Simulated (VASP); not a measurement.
Set up this calculation in VASP 6.6.1, as the native input.

```
Task                   : single point
Functional             : LDA
Potentials or basis    : VASP PAW LDA potentials, release 64 (Si)
Cutoff                 : 520 eV
k mesh                 : 12 × 12 × 12
Occupations            : gaussian, width 0.02 eV
Spin                   : no spin polarisation
Dipole correction      : no
Further INCAR settings : ALGO = Normal; EDIFF = 1e-07; NBANDS = 11
```

The structure of Si lies in POSCAR:

```
Si
1.0
    0.0000000000      2.7009711436      2.7009711436
    2.7009711436      0.0000000000      2.7009711436
    2.7009711436      2.7009711436      0.0000000000
Si
2
Direct
    0.7500000000      0.7500000000      0.7500000000
    0.5000000000      0.5000000000      0.5000000000
```

The input as run:

INCAR

```
PREC = Accurate
ENCUT = 520
EDIFF = 1E-7
ISMEAR = 0
SIGMA = 0.02
LREAL = False
LASPH = True
NELM = 60
ALGO = Normal
ISIF = 2
LWAVE = False
LCHARG = True
LELF = True
LVHAR = True
NBANDS = 11
```

KPOINTS

```
regular mesh
0
Gamma
  12 12 12
```

Potentials or basis: VASP PAW LDA potentials, release 64 (Si).

The run is started by

```bash
$ cat potpaw_LDA.64/Si/POTCAR > POTCAR
$ mpirun -np 1 vasp_std > vasp.out
```

It gave:

```yaml
Pressure: 0.0 GPa
Band_gap_on_the_k_mesh: 0.44 eV, indirect (least direct gap 2.53 eV)
```

It took 14 s on 1 thread of Intel(R) Xeon(R) Platinum 8559C (Emerald Rapids), with other jobs on the host, peak memory 0.14 GiB.
